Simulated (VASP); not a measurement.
# ScAl3 (Cmmm) in VASP: single point with PBE

Aim: the single point of ScAl3 with PBE.

All numbers are computed with VASP 6.6.1; they aren't measurements. Logs are shortened: lines on timing, memory, paths and dates and some standing lists are left out, and cuts for length are marked.

## Step 1: The cell of the first run

The structure is orthorhombic, space group Cmmm (No. 65). Conventional cell: a = 5.733 Å, b = 8.285 Å, c = 3.049 Å, α = 90.00°, β = 90.00°, γ = 90.00°. Within 3.8 Å of Sc (site symmetry mmm) lie 10 Al at 2.87 to 2.94 Å and 2 Sc at 3.05 Å. Within 3.8 Å of Al (site symmetry mmm) lie 2 Sc at 2.87 Å and 10 Al at 2.94 to 3.05 Å. Within 3.8 Å of Al (site symmetry 2/m) lie 8 Al at 2.87 to 3.05 Å and 4 Sc at 2.94 Å.

## Step 2: Single point, PBE

Input file INCAR:

```
SYSTEM = ScAl3
ALGO = Fast
EDIFF = 1E-6
ENCUT = 520
GGA = PE
ISIF = 2
ISMEAR = 0
LASPH = .TRUE.
LCHARG = .FALSE.
LREAL = .FALSE.
LWAVE = .FALSE.
NBANDS = 18
NELM = 100
PREC = Accurate
SIGMA = 0.1
```

Input file KPOINTS:

```
k-points
0
G
  10 10 16
  0 0 0
```

Input file POSCAR:

```
ScAl3
1.0
    2.8667056320     -4.1422926453      0.0000000000
    2.8667056320      4.1422926453      0.0000000000
    0.0000000000      0.0000000000      3.0491907915
Sc Al
1 3
Direct
    0.5000000000      0.5000000000      0.0000000000
    0.0000000000      0.0000000000      0.0000000000
    0.5000000000      0.0000000000      0.5000000000
    0.0000000000      0.5000000000      0.5000000000
```

Potentials or basis: VASP PAW PBE potentials, release 64 (Sc_sv, Al).

The run is started by

```sh
> cat potpaw_PBE.64/Sc_sv/POTCAR potpaw_PBE.64/Al/POTCAR > POTCAR
> mpirun -np 1 vasp_std > vasp.out
```

OUTCAR:

```text
SYSTEM = ScAl3
   EDIFF = 1E-6
   ENCUT = 520
   GGA = PE
   ISIF = 2
   ISMEAR = 0
   LASPH = .TRUE.
   LREAL = .FALSE.
   NELM = 100
   PREC = Accurate

 ion  position               nearest neighbor table
   1  0.500  0.500  0.000-   2 2.87   2 2.87   4 2.94   3 2.94   4 2.94   3 2.94   3 2.94   4 2.94
                             4 2.94   3 2.94
   2  0.000  0.000  0.000-   1 2.87   1 2.87   4 2.94   3 2.94   4 2.94   4 2.94   4 2.94   3 2.94
                             3 2.94   3 2.94
   3  0.500  0.000  0.500-   4 2.87   4 2.87   1 2.94   1 2.94   2 2.94   1 2.94   1 2.94   2 2.94
                             2 2.94   2 2.94
   4  0.000  0.500  0.500-   3 2.87   3 2.87   1 2.94   1 2.94   2 2.94   2 2.94   2 2.94   1 2.94
                             1 2.94   2 2.94

  LATTYP: Found a base centered orthorhombic cell.
 ALAT       =     5.7334112640
 B/A-ratio  =     1.4449661657
 C/A-ratio  =     0.5318283743

  Lattice vectors:

 A1 = (   2.8667056320,  -4.1422926453,   0.0000000000)
 A2 = (   2.8667056320,   4.1422926453,   0.0000000000)
 A3 = (   0.0000000000,   0.0000000000,   3.0491907915)

Analysis of symmetry for initial positions (statically):
=====================================================================
 Subroutine PRICEL returns:
 Original cell was already a primitive cell.

 Routine SETGRP: Setting up the symmetry group for a
 base centered orthorhombic supercell.

 Subroutine GETGRP returns: Found  8 space group operations
 (whereof  8 operations were pure point group operations)
 out of a pool of  8 trial point group operations.

The static configuration has the point symmetry D_2h.

Analysis of symmetry for dynamics (positions and initial velocities):
=====================================================================
 Subroutine PRICEL returns:
 Original cell was already a primitive cell.

 Routine SETGRP: Setting up the symmetry group for a
 base centered orthorhombic supercell.

 Subroutine GETGRP returns: Found  8 space group operations
 (whereof  8 operations were pure point group operations)
 out of a pool of  8 trial point group operations.

The dynamic configuration has the point symmetry D_2h.

 Subroutine INISYM returns: Found  8 space group operations
 (whereof  8 operations are pure point group operations),
 and found     1 'primitive' translations

----------------------------------------------------------------------------------------

                                     Primitive cell

  volume of cell :      72.4167

[... 91 lines left out ...]
   NELM   =    100;   NELMIN=  2; NELMDL= -5     # of ELM steps
   EDIFF  = 0.1E-05   stopping-criterion for ELM
   LREAL  =      F    real-space projection
   EDIFFG = 0.1E-04   stopping-criterion for IOM
   NSW    =      0    number of steps for IOM
   IBRION =     -1    ionic relax: 0-MD 1-quasi-New 2-CG
   NFREE  =      0    steps in history (QN), initial steepest desc. (CG)
   ISIF   =      2    stress and relaxation
   ISYM   =      2    0-nonsym 1-usesym 2-fastsym
   POTIM  = 0.5000    time-step for ionic-motion
   TEBEG  =    0.0;   TEEND  =   0.0 temperature during run
   PSTRESS=    0.0 pullay stress
   NELECT =      20.0000    total number of electrons
   NUPDOWN=      -1.0000    fix difference up-down
   EMIN   =  10.00;   EMAX   =-10.00  energy-range for DOS
   EFERMI =   0.00;   METHOD = LEGACY
   ISMEAR =     0;   SIGMA  =   0.10  broadening in eV -4-tet -1-fermi 0-gaus
   EFERMI_NEDOS =   21; number of points for ismear=-14 and -15
   IALGO  =     68    algorithm
   IMIX   =      4    mixing-type and parameters
     AMIX     =   0.40;   BMIX     =  1.00
     AMIX_MAG =   1.60;   BMIX_MAG =  1.00
  volume/ion in A,a.u.               =      18.10       122.17
  Fermi-wavevector in a.u.,A,eV,Ry     =   1.066118  2.014671 15.464490  1.136608
  Thomas-Fermi vector in A             =   2.201692
   LORBIT       =      0    0 simple, 1 ext, 2 COOP (PROOUT), +10 PAW based schemes
   GGA     = PE    functional components
   LHFCALC =     F    Hartree Fock is set to
   AEXX    =    0.0000 exact exchange contribution
   IVDW    =     0    specifies the selected vdW correction
   LEPSILON=     F    determine dielectric tensor
   LRPA    =     F    only Hartree local field effects (RPA)
 non-spin polarized calculation
 RMM-DIIS sequential band-by-band and
 Gauss-broadening in eV      SIGMA  =   0.10
  energy-cutoff  :      520.00
  volume of cell :       72.42
 maximum number of plane-waves:      1972
 NGX is ok and might be reduce to    40
   NGX = 19   NGY = 19   NGZ = 11

 number of electron      20.0000003 magnetization

 Free energy of the ion-electron system (eV)
  ---------------------------------------------------
  ext. energy  EPLUGINS =         0.00000000
  ---------------------------------------------------
  free energy    TOTEN  =       -18.59564211 eV

  energy without entropy =      -18.58756061  energy(sigma->0) =      -18.59160136

 E-fermi :   6.7005     XC(G=0): -10.1927

 val. band max:        6.6975325499   @ k =  -0.4000   0.4000   0.3125
 cond. band min:       6.7020895298   @ k =   0.3000   0.0000   0.3750
 fundamental gap:      0.0045569799
 Fermi energy:         6.7005187322

 k-point     1 :       0.0000    0.0000    0.0000
  band No.  band energies     occupation
      1     -42.4386      2.00000
      2     -21.1669      2.00000
      3     -21.0907      2.00000
      4     -20.9151      2.00000
      5      -3.0235      2.00000
      6       2.3954      2.00000
[... 481 lines left out ...]
      5      -1.2762      2.00000
      6      -0.7482      2.00000
[... 10 lines left out ...]
     17      13.4470      0.00000
     18      14.2899      0.00000

 [... further k-points ...]
[... 5 lines left out ...]
  --------------------------------------------------------------------------------------
  -------------------------------------------------------------------------------------
  Total        0.0018958      0.0005970      0.0167461      0.0000000      0.0000000      0.0000000
  in kB        0.0419433      0.0132075      0.3704985      0.0000000      0.0000000      0.0000000
  external PRESSURE =       0.1418831 kB  Pullay stress =       0.0000000 kB

 VOLUME and BASIS-vectors are now :
 -----------------------------------------------------------------------------
  energy-cutoff  :      520.00
  volume of cell :       72.42
      direct lattice vectors                 reciprocal lattice vectors
     2.866705632 -4.142292645  0.000000000     0.174416234 -0.120706102  0.000000000
     2.866705632  4.142292645  0.000000000     0.174416234  0.120706102  0.000000000
     0.000000000  0.000000000  3.049190792     0.000000000  0.000000000  0.327955864

 POSITION                                       TOTAL-FORCE (eV/Angst)
 -----------------------------------------------------------------------------------
      2.86671      0.00000      0.00000         0.000000      0.000000      0.000000
      0.00000      0.00000      0.00000        -0.000000     -0.000000      0.000000
      1.43335     -2.07115      1.52460        -0.000000     -0.000000      0.000000
      1.43335      2.07115      1.52460        -0.000000     -0.000000      0.000000
 -----------------------------------------------------------------------------------
    total drift:                               -0.000000     -0.000000     -0.000000

  FREE ENERGIE OF THE ION-ELECTRON SYSTEM (eV)
  ---------------------------------------------------
  free  energy   TOTEN  =       -18.5956421139 eV

  energy  without entropy=      -18.5875606123  energy(sigma->0) =      -18.59160136
```

OSZICAR:

```text
N       E                     dE             d eps       ncg     rms          rms(c)
DAV:   1     0.136685298979E+03    0.13669E+03   -0.88674E+03 10444   0.968E+02
DAV:   2    -0.137208799648E+02   -0.15041E+03   -0.14730E+03 10102   0.294E+02
DAV:   3    -0.194535343048E+02   -0.57327E+01   -0.55663E+01 15454   0.602E+01
DAV:   4    -0.195925903197E+02   -0.13906E+00   -0.13842E+00 15384   0.927E+00
DAV:   5    -0.195964498161E+02   -0.38595E-02   -0.38591E-02 15300   0.136E+00    0.774E+00
RMM:   6    -0.186324803700E+02    0.96397E+00   -0.19746E+00 10828   0.147E+01    0.254E+00
RMM:   7    -0.186132255807E+02    0.19255E-01   -0.90976E-01 13302   0.500E+00    0.156E+00
RMM:   8    -0.185960943568E+02    0.17131E-01   -0.14670E-01 14888   0.226E+00    0.446E-01
RMM:   9    -0.185963675581E+02   -0.27320E-03   -0.22088E-02 15773   0.858E-01    0.217E-01
RMM:  10    -0.185955684281E+02    0.79913E-03   -0.37178E-03 13950   0.631E-01    0.140E-01
RMM:  11    -0.185959044432E+02   -0.33602E-03   -0.17211E-03 14598   0.344E-01    0.956E-02
RMM:  12    -0.185956228182E+02    0.28163E-03   -0.44459E-04 13654   0.225E-01    0.145E-02
RMM:  13    -0.185956472682E+02   -0.24450E-04   -0.20888E-04 14180   0.877E-02    0.153E-02
RMM:  14    -0.185956486531E+02   -0.13849E-05   -0.28858E-05 14349   0.503E-02    0.141E-02
RMM:  15    -0.185956416559E+02    0.69972E-05   -0.12839E-05 13390   0.398E-02    0.806E-03
RMM:  16    -0.185956421139E+02   -0.45806E-06   -0.29626E-06 11622   0.159E-02
   1 F= -.18595642E+02 E0= -.18591601E+02  d E =-.808150E-02
```

Wall time 3.3 min (1 thread of Intel Xeon Platinum 8488C (Sapphire Rapids), shared host); peak memory 0.45 GiB.

Results:

* Free energy: -18.5956 eV
* Pressure: 0.0 GPa
* Band gap on the k mesh: zero (bands 10 and 11 overlap by 2.14 eV)

Levels at points of the mesh, in eV from the Fermi level:
| k point | band 7 | band 8 | band 9 | band 10 | band 11 | band 12 | band 13 | band 14 |
| --- | --- | --- | --- | --- | --- | --- | --- | --- |
| (0.00, 0.00, 0.00) | -3.69 | -3.03 | -2.65 | -1.10 | -0.72 | 1.95 | 2.82 | 2.97 |
| (0.50, 0.00, 0.00) | -3.66 | -3.63 | -1.04 | 0.46 | 1.06 | 1.84 | 2.55 | 2.88 |
| (0.50, 0.50, 0.00) | -5.18 | -4.21 | -0.31 | 0.41 | 2.34 | 2.49 | 2.86 | 3.03 |
| (0.00, 0.00, 0.50) | -1.97 | -1.44 | -1.39 | 0.20 | 0.22 | 0.58 | 0.63 | 0.81 |
| (0.50, 0.00, 0.50) | -3.84 | -3.64 | -2.11 | -0.46 | 0.31 | 0.55 | 1.13 | 1.45 |
| (0.50, 0.50, 0.50) | -3.71 | -3.68 | -2.57 | -1.57 | -1.08 | 0.47 | 1.32 | 1.87 |
